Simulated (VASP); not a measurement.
Input of a VASP 6.6.1 run:

The input INCAR:

```
SYSTEM = Cu
PREC = Accurate ; ENCUT = 520
EDIFF = 1E-6 ; ISMEAR = -1
SIGMA = 0.1 ; LREAL = .False.
LASPH = .True. ; NELM = 80
ALGO = Normal ; ISIF = 2
LWAVE = .False. ; LCHARG = .False.
GGA = B5 ; ALDAX = 1.0
AGGAX = 1.0 ; AGGAC = 1.0
ALDAC = 0.0 ; NBANDS = 24
```

File KPOINTS:

```
Automatic mesh
0
Gamma
  10 10 14
  0 0 0
```

File POSCAR:

```
Cu
1.0
    4.2664459668      0.0000000000      0.0000000000
   -2.1332229834      3.6948505912      0.0000000000
    0.0000000000      0.0000000000      2.5615438289
Cu
3
Direct
    1.0000000000      1.0000000000      0.0000000000
    0.3333333333      0.6666666667      0.5000000000
    0.6666666667      0.3333333333      0.5000000000
```

Potentials or basis: VASP PAW PBE potentials, release 64 (Cu).

Command:

```bash
$ cat potpaw_PBE.64/Cu/POTCAR > POTCAR
$ mpirun -np 1 vasp_std > vasp.out
```

Problem. Estimate the pressure.

Solution. -3.3 GPa.

Problem. What does it give for the band gap on the k mesh?

Solution. Zero (an odd number of electrons rules out a gap without spin polarisation).

Stress tensor (GPa, compression positive):
```
-3.18  0.00  0.00
 0.00 -3.18  0.00
 0.00  0.00 -3.42
```

Caveat: the cell stands under tension; the PAW data sets were made with another functional, which shifts forces and pressure a little.
